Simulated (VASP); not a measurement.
# Y in VASP: settings compared

Aim: see how the results for Y move with the level of theory and the settings. Levels: PBE, PBEsol. Tasks: single point.

Everything below comes from runs of VASP 6.6.1. Logs are shortened: lines on timing, memory, paths and dates and some standing lists are left out, and cuts for length are marked.

## 1. The cell of the first run

It takes space group P6_3/mmc (No. 194, hexagonal). Conventional cell: a = 3.695 Å, b = 3.695 Å, c = 5.806 Å, α = 90.00°, β = 90.00°, γ = 120.00°. Y (site symmetry -6m2) has 12 Y at 3.60 to 3.70 Å within 4.7 Å.

## 2. Single point, PBE (volume scaled by 1.04)

INCAR reads:

```
SYSTEM = Y
PREC = Accurate
ENCUT = 520
EDIFF = 1E-6
ISMEAR = -1
SIGMA = 0.05
LREAL = .False.
LASPH = .True.
NELM = 100
ALGO = Fast
ISIF = 2
LWAVE = .False.
LCHARG = .False.
GGA = PE
NBANDS = 18
```

KPOINTS reads:

```
Automatic mesh
0
Gamma
  8 8 5
  0 0 0
```

POSCAR reads:

```
Y
1.0
    3.6953976095      0.0000000000      0.0000000000
   -1.8476988047      3.2003082069      0.0000000000
    0.0000000000      0.0000000000      5.8060112795
Y
2
Direct
    0.6666666667      0.3333333333      0.7500000000
    0.3333333333      0.6666666667      0.2500000000
```

Potentials or basis: VASP PAW PBE potentials, release 64 (Y_sv).

Command:

```sh
$ cat potpaw_PBE.64/Y_sv/POTCAR > POTCAR
$ mpirun -np 1 vasp_std > vasp.out
```

OUTCAR:

```text
SYSTEM = Y
   PREC = Accurate
   ENCUT = 520
   EDIFF = 1E-6
   ISMEAR = -1
   LREAL = .False.
   LASPH = .True.
   NELM = 100
   ISIF = 2
   GGA = PE

 ion  position               nearest neighbor table
   1  0.667  0.333  0.750-   2 3.60   2 3.60   2 3.60   2 3.60   2 3.60   2 3.60
   2  0.333  0.667  0.250-   1 3.60   1 3.60   1 3.60   1 3.60   1 3.60   1 3.60

  LATTYP: Found a hexagonal cell.
 ALAT       =     3.6953976095
 C/A-ratio  =     1.5711465701

  Lattice vectors:

 A1 = (   3.6953976095,   0.0000000000,   0.0000000000)
 A2 = (  -1.8476988047,   3.2003082069,   0.0000000000)
 A3 = (   0.0000000000,   0.0000000000,   5.8060112795)

Analysis of symmetry for initial positions (statically):
=====================================================================
 Subroutine PRICEL returns:
 Original cell was already a primitive cell.

 Routine SETGRP: Setting up the symmetry group for a
 hexagonal supercell.

 Subroutine GETGRP returns: Found 24 space group operations
 (whereof 12 operations were pure point group operations)
 out of a pool of 24 trial point group operations.

The static configuration has the point symmetry D_3d.
 The point group associated with its full space group is D_6h.

Analysis of symmetry for dynamics (positions and initial velocities):
=====================================================================
 Subroutine PRICEL returns:
 Original cell was already a primitive cell.

 Routine SETGRP: Setting up the symmetry group for a
 hexagonal supercell.

 Subroutine GETGRP returns: Found 24 space group operations
 (whereof 12 operations were pure point group operations)
 out of a pool of 24 trial point group operations.

The dynamic configuration has the point symmetry D_3d.
 The point group associated with its full space group is D_6h.

 Subroutine INISYM returns: Found 24 space group operations
 (whereof 12 operations are pure point group operations),
 and found     1 'primitive' translations

----------------------------------------------------------------------------------------

                                     Primitive cell

  volume of cell :      68.6643

  direct lattice vectors                    reciprocal lattice vectors
     3.695397610  0.000000000  0.000000000     0.270606875  0.156234952  0.000000000
    -1.847698805  3.200308207  0.000000000     0.000000000  0.312469905  0.000000000
     0.000000000  0.000000000  5.806011279     0.000000000  0.000000000  0.172235284

  length of vectors
     3.695397610  3.695397609  5.806011279     0.312469905  0.312469905  0.172235284

  position of ions in fractional coordinates (direct lattice)
[... 75 lines left out ...]
   LSORBIT =      F    spin-orbit coupling
   LASPH  =      T    aspherical Exc in radial PAW
   ENCUT  =  520.0 eV  38.22 Ry    6.18 a.u.   6.87  6.87 10.80*2*pi/ulx,y,z
   NELM   =    100;   NELMIN=  2; NELMDL= -5     # of ELM steps
   EDIFF  = 0.1E-05   stopping-criterion for ELM
   LREAL  =      F    real-space projection
   EDIFFG = 0.1E-04   stopping-criterion for IOM
   NSW    =      0    number of steps for IOM
   IBRION =     -1    ionic relax: 0-MD 1-quasi-New 2-CG
   NFREE  =      0    steps in history (QN), initial steepest desc. (CG)
   ISIF   =      2    stress and relaxation
   ISYM   =      2    0-nonsym 1-usesym 2-fastsym
   POTIM  = 0.5000    time-step for ionic-motion
   TEBEG  =    0.0;   TEEND  =   0.0 temperature during run
   PSTRESS=    0.0 pullay stress
   NELECT =      22.0000    total number of electrons
   NUPDOWN=      -1.0000    fix difference up-down
   EMIN   =  10.00;   EMAX   =-10.00  energy-range for DOS
   EFERMI =   0.00;   METHOD = LEGACY
   ISMEAR =    -1;   SIGMA  =   0.05  broadening in eV -4-tet -1-fermi 0-gaus
   EFERMI_NEDOS =   21; number of points for ismear=-14 and -15
   IALGO  =     68    algorithm
   IMIX   =      4    mixing-type and parameters
     AMIX     =   0.40;   BMIX     =  1.00
     AMIX_MAG =   1.60;   BMIX_MAG =  1.00
  volume/ion in A,a.u.               =      34.33       231.68
  Fermi-wavevector in a.u.,A,eV,Ry     =   1.120225  2.116919 17.074020  1.254905
  Thomas-Fermi vector in A             =   2.256870
   LORBIT       =      0    0 simple, 1 ext, 2 COOP (PROOUT), +10 PAW based schemes
   GGA     = PE    functional components
   LHFCALC =     F    Hartree Fock is set to
   AEXX    =    0.0000 exact exchange contribution
   IVDW    =     0    specifies the selected vdW correction
   LEPSILON=     F    determine dielectric tensor
   LRPA    =     F    only Hartree local field effects (RPA)
 non-spin polarized calculation
 RMM-DIIS sequential band-by-band and
  energy-cutoff  :      520.00
  volume of cell :       68.66
 maximum number of plane-waves:      1882
 NGX is ok and might be reduce to    28
   NGX = 13   NGY = 13   NGZ = 21

 number of electron      22.0000001 magnetization

 Free energy of the ion-electron system (eV)
  ---------------------------------------------------
  ext. energy  EPLUGINS =         0.00000000
  ---------------------------------------------------
  free energy    TOTEN  =       -12.85680187 eV

  energy without entropy =      -12.81578857  energy(sigma->0) =      -12.83629522

 E-fermi :   2.7823     XC(G=0):  -9.2584

 val. band max:        2.7621053162   @ k =   0.3750   0.2500   0.4000
 cond. band min:       2.7862107216   @ k =   0.2500   0.1250   0.0000
 fundamental gap:      0.0241054054
 Fermi energy:         2.7822832144

 k-point     1 :       0.0000    0.0000    0.0000
  band No.  band energies     occupation
      1     -40.0137      2.00000
      2     -39.9538      2.00000
      3     -20.2340      2.00000
      4     -19.8285      2.00000
      5     -19.8285      2.00000
      6     -19.7515      2.00000
[... 481 lines left out ...]
      5     -19.8890      2.00000
      6     -19.8732      2.00000
[... 10 lines left out ...]
     17       7.0813      0.00000
     18       7.2057      0.00000

 [... further k-points ...]
[... 5 lines left out ...]
  --------------------------------------------------------------------------------------
  -------------------------------------------------------------------------------------
  Total       -0.6673219     -0.6673219     -0.8423031     -0.0000000     -0.0000000      0.0000000
  in kB      -15.5709494    -15.5709494    -19.6538711     -0.0000000     -0.0000000      0.0000000
  external PRESSURE =     -16.9319233 kB  Pullay stress =       0.0000000 kB

 VOLUME and BASIS-vectors are now :
 -----------------------------------------------------------------------------
  energy-cutoff  :      520.00
  volume of cell :       68.66
      direct lattice vectors                 reciprocal lattice vectors
     3.695397610  0.000000000  0.000000000     0.270606875  0.156234952  0.000000000
    -1.847698805  3.200308207  0.000000000     0.000000000  0.312469905  0.000000000
     0.000000000  0.000000000  5.806011279     0.000000000  0.000000000  0.172235284

 POSITION                                       TOTAL-FORCE (eV/Angst)
 -----------------------------------------------------------------------------------
      1.84770      1.06677      4.35451         0.000000      0.000000      0.000000
     -0.00000      2.13354      1.45150        -0.000000      0.000000      0.000000
 -----------------------------------------------------------------------------------
    total drift:                               -0.000000      0.000000     -0.000000

  FREE ENERGIE OF THE ION-ELECTRON SYSTEM (eV)
  ---------------------------------------------------
  free  energy   TOTEN  =       -12.8568018658 eV

  energy  without entropy=      -12.8157885667  energy(sigma->0) =      -12.83629522
```

Wall time 91 s (1 thread of Intel Xeon Platinum 8259CL at 2.50GHz (Skylake/Cascade Lake), shared host); peak memory 0.21 GiB.

What came out:

```
Free energy            : -12.8568 eV
Pressure               : -1.7 GPa
Band gap on the k mesh : zero (band 11 reaches 3.54 eV, above the bottom of band 12 at 2.32 eV)
```

Levels at points of the mesh, in eV from the Fermi level:
```
           k point  band 9  band 10  band 11  band 12  band 13  band 14
(0.00, 0.00, 0.00)   -4.61    -1.79     0.76     1.72     1.72     1.99
(0.50, 0.00, 0.00)   -1.65    -1.10    -0.74    -0.16     1.33     1.46
```

Caveat: the cell differs from its parent crystal (volume scaled by 1.04).

## 3. Single point, PBE (volume scaled by 1.06)

INCAR reads:

```
SYSTEM = Y
PREC = Accurate
ENCUT = 520
EDIFF = 1E-6
ISMEAR = -1
SIGMA = 0.05
LREAL = .FALSE.
LASPH = .TRUE.
NELM = 80
ALGO = Normal
ISIF = 2
LWAVE = .FALSE.
LCHARG = .FALSE.
GGA = PE
NBANDS = 18
```

KPOINTS reads:

```
regular mesh
0
G
  8 8 5
  0 0 0
```

POSCAR reads:

```
Y
1.0
    3.7189358085      0.0000000000      0.0000000000
   -1.8594679043      3.2206928852      0.0000000000
    0.0000000000      0.0000000000      5.8429932402
Y
2
Direct
    0.6666666667      0.3333333333      0.7500000000
    0.3333333333      0.6666666667      0.2500000000
```

Potentials or basis: VASP PAW PBE potentials, release 64 (Y_sv).

Command:

```sh
$ cat potpaw_PBE.64/Y_sv/POTCAR > POTCAR
$ mpirun -np 1 vasp_std > vasp.out
```

It took 45 s on 1 thread of Intel Xeon Platinum 8259CL at 2.50GHz (Skylake/Cascade Lake), shared host; peak memory 0.21 GiB.

Results (log left out):

```
Free energy            : -12.8402 eV
Pressure               : -2.3 GPa
Band gap on the k mesh : zero (band 11 reaches 3.40 eV, above the bottom of band 12 at 2.23 eV)
```

Stress tensor (GPa, compression positive):
```
-2.21  0.00  0.00
 0.00 -2.21  0.00
 0.00  0.00 -2.60
```

Levels at points of the mesh, in eV from the Fermi level:
```tsv
k point	band 9	band 10	band 11	band 12	band 13	band 14
(0.00, 0.00, 0.00)	-4.58	-1.77	0.71	1.70	1.70	1.96
(0.50, 0.00, 0.00)	-1.64	-1.07	-0.72	-0.18	1.30	1.44
```

Caveat: the cell differs from its parent crystal (volume scaled by 1.06).

## 4. Single point, PBE (atoms moved at random)

INCAR reads:

```
ALGO = Fast
EDIFF = 1E-7
ENCUT = 520
GGA = PE
ISIF = 2
ISMEAR = -1
LASPH = T
LCHARG = F
LREAL = F
LWAVE = F
NBANDS = 18
NELM = 60
PREC = Accurate
SIGMA = 0.05
```

KPOINTS reads:

```
k-points
0
Gamma
  8 8 5
```

POSCAR reads:

```
Y
1.0
    3.6474000000      0.0000000000      0.0000000000
   -1.8237000000      3.1587410578      0.0000000000
    0.0000000000      0.0000000000      5.7306000000
Y
2
Direct
    0.6700770000      0.3217800000      0.7512290000
    0.3305060000      0.6741340000      0.2556330000
```

Command:

```sh
$ cat potpaw_PBE.64/Y_sv/POTCAR > POTCAR
$ mpirun -np 1 vasp_std > vasp.out
```

Wall time 6.5 min (1 thread of Intel Xeon Platinum 8259CL at 2.50GHz (Skylake/Cascade Lake), shared host); peak memory 0.33 GiB.

The run converged. Its results:

| Property | Result |
| --- | --- |
| Free energy | -12.8681 eV |
| Pressure | -0.2 GPa |
| Largest force | 0.122 eV/Å |
| Band gap on the k mesh | zero (band 11 reaches 3.84 eV, above the bottom of band 12 at 2.53 eV) |

Forces in eV/Å, atoms in the order of the input:
```
Y   -0.060  0.066  0.083
Y    0.060 -0.066 -0.083
```

Stress tensor (GPa, compression positive):
```
-0.30  0.18 -0.02
 0.18  0.07  0.02
-0.02  0.02 -0.46
```

Levels at points of the mesh, in eV from the Fermi level:
```
           k point  band 9  band 10  band 11  band 12  band 13  band 14
(0.00, 0.00, 0.00)   -4.67    -1.84     0.87     1.72     1.79     2.00
(0.50, 0.00, 0.00)   -1.64    -1.16    -0.77    -0.10     1.34     1.51
(0.00, 0.50, 0.00)   -1.61    -1.17    -0.73    -0.10     1.25     1.52
(0.50, 0.50, 0.00)   -1.72    -1.16    -0.88    -0.09     1.45     1.58
```

Caveat: the cell differs from its parent crystal (atoms moved at random).

## 5. Single point, PBEsol

This run uses another cell than the first one, of 31.03 Å³/atom, 0.904 times its volume.

INCAR reads:

```
SYSTEM = Y
PREC     = Accurate       ! precision mode
ENCUT    = 520            ! plane-wave cutoff, eV
EDIFF    = 1E-6           ! SCF threshold, eV
ISMEAR   = -1             ! smearing method
SIGMA    = 0.05           ! smearing width, eV
LREAL    = .FALSE.        ! projectors in reciprocal space
LASPH    = .TRUE.         ! aspherical terms in the spheres
NELM     = 80             ! most SCF steps
ALGO     = Normal         ! electronic algorithm
ISIF     = 2              ! what is computed and relaxed
LWAVE    = .FALSE.        ! write WAVECAR
LCHARG   = .TRUE.         ! write CHGCAR
GGA      = PS             ! functional
LELF     = .TRUE.         ! ELF
LVHAR    = .TRUE.       
NBANDS   = 18             ! bands
```

KPOINTS reads:

```
regular mesh
0
G
  8 8 5
  0 0 0
```

POSCAR reads:

```
Y
1.0
    3.5729423729      0.0000000000      0.0000000000
   -1.7864711865      3.0942588613      0.0000000000
    0.0000000000      0.0000000000      5.6136161546
Y
2
Direct
    0.6666666667      0.3333333333      0.7500000000
    0.3333333333      0.6666666667      0.2500000000
```

Command:

```sh
$ cat potpaw_PBE.64/Y_sv/POTCAR > POTCAR
$ mpirun -np 1 vasp_std > vasp.out
```

Run time: 31 s. Hardware: 1 thread of AMD EPYC 7R13 (Zen 3), shared host; peak memory 0.17 GiB.

Results (log left out):

```yaml
Free_energy: -13.6446 eV
Pressure: 0.3 GPa
Band_gap_on_the_k_mesh: zero (band 11 reaches 4.24 eV, above the bottom of band 12 at 2.77 eV)
```

Stress tensor (GPa, compression positive):
```
0.36 0.00 0.00
0.00 0.36 0.00
0.00 0.00 0.06
```

Levels at points of the mesh, in eV from the Fermi level:
| k point | band 9 | band 10 | band 11 | band 12 | band 13 | band 14 |
| --- | --- | --- | --- | --- | --- | --- |
| (0.00, 0.00, 0.00) | -4.77 | -1.95 | 1.09 | 1.81 | 1.81 | 2.12 |
| (0.50, 0.00, 0.00) | -1.69 | -1.28 | -0.89 | 0.02 | 1.50 | 1.52 |

Caveat: the PAW data sets were made with another functional, which shifts forces and pressure a little.

## 6. Overview

| level | cell | gap on the mesh (eV) | pressure (GPa) |
| --- | --- | --- | --- |
| PBE | a = 3.695, b = 3.695, c = 5.806 Å, angles 90.0, 90.0, 120.0°, 2 atoms | none | -1.7 |
| PBE | a = 3.719, b = 3.719, c = 5.843 Å, angles 90.0, 90.0, 120.0°, 2 atoms | none | -2.3 |
| PBE | a = 3.647, b = 3.647, c = 5.731 Å, angles 90.0, 90.0, 120.0°, 2 atoms | none | -0.2 |
| PBEsol | a = 3.573, b = 3.573, c = 5.614 Å, angles 90.0, 90.0, 120.0°, 2 atoms | none | 0.3 |

Alike in all rows: task single point; potentials or basis VASP PAW PBE potentials, release 64 (Y_sv); no spin polarisation; k mesh 8 × 8 × 5; cutoff (eV) 520; smearing fermi-dirac 0.05 eV.

Caveats: the PAW data sets were made with another functional, which shifts forces and pressure a little (some runs).

Total energies depend on the potentials used, so only differences within one code and one set of settings carry meaning.
